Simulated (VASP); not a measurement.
# HfC (I4/mmm) in VASP: further runs, part 2 of 2

VASP 6.6.1. The steps go on from the part before.

### Step 3. Single point, PBEsol

This run uses another cell than the first one, of the same volume but with other edges.

INCAR

```
ALGO = Normal
EDIFF = 1E-6
ENCUT = 520
GGA = PS
ISIF = 2
ISMEAR = 0
LASPH = T
LCHARG = F
LREAL = F
LWAVE = F
NBANDS = 14
NELM = 60
PREC = Accurate
SIGMA = 0.15
```

KPOINTS

```
k-points
0
Gamma
  20 20 20
```

POSCAR

```
HfC
1.0
    0.0000000000      2.0310745805      3.0466118708
    2.0310745805      0.0000000000      3.0466118708
    2.0310745805      2.0310745805      0.0000000000
Hf C
1 1
Direct
    0.5000000000      0.5000000000      0.5000000000
    0.0000000000      0.0000000000      0.0000000000
```

Potentials or basis: VASP PAW PBE potentials, release 64 (Hf_pv, C).

The run is started by

```bash
cat potpaw_PBE.64/Hf_pv/POTCAR potpaw_PBE.64/C/POTCAR > POTCAR
mpirun -np 1 vasp_std > vasp.out
```

OUTCAR:

```text
EDIFF = 1E-6
   ENCUT = 520
   GGA = PS
   ISIF = 2
   ISMEAR = 0
   LASPH = T
   LREAL = F
   NELM = 60
   PREC = Accurate

 ion  position               nearest neighbor table
   1  0.500  0.500  0.500-   2 2.03   2 2.03   2 2.03   2 2.03
   2  0.000  0.000  0.000-   1 2.03   1 2.03   1 2.03   1 2.03

  LATTYP: Found a body centered tetragonal cell.
 ALAT       =     2.8723732179
 C/A-ratio  =     2.1213203436

  Lattice vectors:

[... 594 lines left out ...]

------------------------ aborting loop because EDIFF is reached ----------------------------------------

  FORCE on cell =-STRESS in cart. coord.  units (eV):
  Direction    XX          YY          ZZ          XY          YZ          ZX
  --------------------------------------------------------------------------------------
  -------------------------------------------------------------------------------------
  Total       16.7464003     16.7464003     -4.8792497      0.0000000      0.0000000      0.0000000
  in kB     1067.4147085   1067.4147085   -311.0031302      0.0000000      0.0000000      0.0000000
  external PRESSURE =     607.9420956 kB  Pullay stress =       0.0000000 kB

 VOLUME and BASIS-vectors are now :
 -----------------------------------------------------------------------------
  energy-cutoff  :      520.00
  volume of cell :       25.14
      direct lattice vectors                 reciprocal lattice vectors
     0.000000000  2.031074580  3.046611871    -0.246175106  0.246175106  0.164116737
     2.031074580  0.000000000  3.046611871     0.246175106 -0.246175106  0.164116737
     2.031074580  2.031074580  0.000000000     0.246175106  0.246175106 -0.164116737

 POSITION                                       TOTAL-FORCE (eV/Angst)
 -----------------------------------------------------------------------------------
      2.03107      2.03107      3.04661         0.000000     -0.000000     -0.000000
      0.00000      0.00000      0.00000        -0.000000      0.000000      0.000000
 -----------------------------------------------------------------------------------
    total drift:                                0.000000      0.000000      0.000000

  FREE ENERGIE OF THE ION-ELECTRON SYSTEM (eV)
  ---------------------------------------------------
  free  energy   TOTEN  =       -19.2814653118 eV

  energy  without entropy=      -19.2774206861  energy(sigma->0) =      -19.27944300
```

OSZICAR:

```text
N       E                     dE             d eps       ncg     rms          rms(c)
DAV:   1     0.276485975155E+02    0.27649E+02   -0.78102E+03 18012   0.985E+02
DAV:   2    -0.217373017396E+02   -0.49386E+02   -0.45248E+02 23106   0.206E+02
DAV:   3    -0.233928736096E+02   -0.16556E+01   -0.16484E+01 21926   0.280E+01
DAV:   4    -0.234021567506E+02   -0.92831E-02   -0.92817E-02 22096   0.252E+00
DAV:   5    -0.234022431306E+02   -0.86380E-04   -0.86377E-04 22192   0.213E-01    0.954E+01
DAV:   6    -0.193634826769E+02    0.40388E+01   -0.13731E+01 21554   0.201E+01    0.588E+01
DAV:   7    -0.192903261972E+02    0.73156E-01   -0.96569E-01 23488   0.592E+00    0.213E+01
DAV:   8    -0.192861598560E+02    0.41663E-02   -0.60636E-02 23612   0.157E+00    0.261E+00
DAV:   9    -0.192817946231E+02    0.43652E-02   -0.14923E-02 22028   0.744E-01    0.111E+00
DAV:  10    -0.192815055120E+02    0.28911E-03   -0.16460E-03 22724   0.234E-01    0.464E-01
DAV:  11    -0.192814769230E+02    0.28589E-04   -0.94271E-05 22622   0.619E-02    0.146E-01
DAV:  12    -0.192814651768E+02    0.11746E-04   -0.53573E-05 22262   0.470E-02    0.952E-03
DAV:  13    -0.192814653118E+02   -0.13497E-06   -0.18892E-06 20968   0.113E-02
   1 F= -.19281465E+02 E0= -.19279443E+02  d E =-.404463E-02
```

stdout:

```text
POSCAR found type information on POSCAR HfC
 POSCAR found :  2 types and       2 ions
 scaLAPACK will be used
 -----------------------------------------------------------------------------
|                                                                             |
|                                                                             |
|     You enforced a specific xc type in the INCAR file but a different       |
|     I HOPE YOU KNOW WHAT YOU ARE DOING!                                     |
|                                                                             |
 -----------------------------------------------------------------------------

 LDA part: xc-table for (Slater+PW92), standard interpolation
 POSCAR, INCAR and KPOINTS ok, starting setup
 FFT: planning ... GRIDC
 FFT: planning ... GRID_SOFT
 FFT: planning ... GRID
 WAVECAR not read
 entering main loop
```

Wall time 3.6 min (1 thread of Intel Xeon Platinum 8259CL at 2.50GHz (Skylake/Cascade Lake), shared host); peak memory 0.35 GiB.

Results:

```yaml
Free_energy: -19.2815 eV
Pressure: 60.8 GPa
Band_gap_on_the_k_mesh: zero (band 7 reaches 7.48 eV, above the bottom of band 8 at 4.82 eV)
```

Stress tensor (GPa, compression positive):
```
106.74   0.00   0.00
  0.00 106.74   0.00
  0.00   0.00 -31.10
```

Levels at points of the mesh, in eV from the Fermi level:
```tsv
k point	band 5	band 6	band 7	band 8	band 9	band 10
(0.00, 0.00, 0.00)	-1.71	-1.07	-0.29	1.79	1.79	3.67
(0.50, 0.00, 0.00)	-6.40	-4.43	-3.68	4.23	4.95	5.80
(0.50, 0.50, 0.00)	-4.23	-1.75	1.52	1.52	6.14	6.14
(0.50, 0.00, 0.50)	-1.37	-0.68	-0.46	0.59	2.90	3.50
```

Caveat: the PAW data sets were made with another functional, which shifts forces and pressure a little; spin-orbit coupling is left out, which moves the levels of the heavy elements.

### Step 4. Single point, PBEsol

This run uses another cell than the first one, of the same volume but with other edges.

INCAR

```
SYSTEM = HfC
ALGO = Normal ; EDIFF = 1E-6
ENCUT = 520 ; GGA = PS
ISIF = 2 ; ISMEAR = 0
LASPH = .True. ; LCHARG = .False.
LREAL = .False. ; LWAVE = .False.
NBANDS = 14 ; NELM = 60
PREC = Accurate ; SIGMA = 0.15
```

KPOINTS

```
k-points
0
Gamma
  20 20 20
  0 0 0
```

POSCAR

```
HfC
1.0
    0.0000000000      2.3568532733      2.2625791424
    2.3568532733      0.0000000000      2.2625791424
    2.3568532733      2.3568532733      0.0000000000
Hf C
1 1
Direct
    0.5000000000      0.5000000000      0.5000000000
    0.0000000000      0.0000000000      0.0000000000
```

The run is started by

```bash
cat potpaw_PBE.64/Hf_pv/POTCAR potpaw_PBE.64/C/POTCAR > POTCAR
mpirun -np 1 vasp_std > vasp.out
```

Run time: 2.3 min. Hardware: 1 thread of Intel Xeon Platinum 8259CL at 2.50GHz (Skylake/Cascade Lake), shared host; peak memory 0.34 GiB.

Results (log left out):

| Property | Result |
| --- | --- |
| Free energy | -22.1460 eV |
| Pressure | -6.2 GPa |
| Band gap on the k mesh | zero (band 7 reaches 6.98 eV, above the bottom of band 8 at 5.15 eV) |

Stress tensor (GPa, compression positive):
```
-11.92   0.00   0.00
  0.00 -11.92   0.00
  0.00   0.00   5.15
```

Levels at points of the mesh, in eV from the Fermi level:
```tsv
k point	band 3	band 4	band 5	band 6	band 7	band 8	band 9	band 10	band 11	band 12
(0.00, 0.00, 0.00)	-29.47	-12.29	0.95	0.95	1.17	1.21	1.21	1.64	3.09	3.46
(0.50, 0.00, 0.00)	-29.53	-8.48	-6.18	-3.04	-2.97	5.11	5.48	5.82	6.50	10.94
(0.50, 0.50, 0.00)	-29.77	-10.32	-2.27	-1.89	-0.24	-0.24	5.32	6.71	6.71	8.28
(0.50, 0.00, 0.50)	-29.70	-10.39	-2.73	-1.79	-0.08	0.10	5.19	6.46	6.94	8.37
```

Caveat: the PAW data sets were made with another functional, which shifts forces and pressure a little; spin-orbit coupling is left out, which moves the levels of the heavy elements.

### Step 5. Overview

| cell | gap on the mesh (eV) | pressure (GPa) |
| --- | --- | --- |
| a = 3.201, b = 3.201, c = 3.796 Å, angles 53.6, 53.6, 72.7°, 2 atoms | none | 67.4 |
| a = 3.662, b = 3.662, c = 2.872 Å, angles 66.9, 66.9, 46.2°, 2 atoms | none | 60.8 |
| a = 3.267, b = 3.267, c = 3.333 Å, angles 59.3, 59.3, 61.3°, 2 atoms | none | -6.2 |

Alike in all rows: task single point; level PBEsol; potentials or basis VASP PAW PBE potentials, release 64 (Hf_pv, C); no spin polarisation; k mesh 20 × 20 × 20; cutoff (eV) 520; smearing gaussian 0.15 eV.

Caveats: the PAW data sets were made with another functional, which shifts forces and pressure a little; spin-orbit coupling is left out, which moves the levels of the heavy elements.

Absolute energies hang on the potentials; compare differences alone.
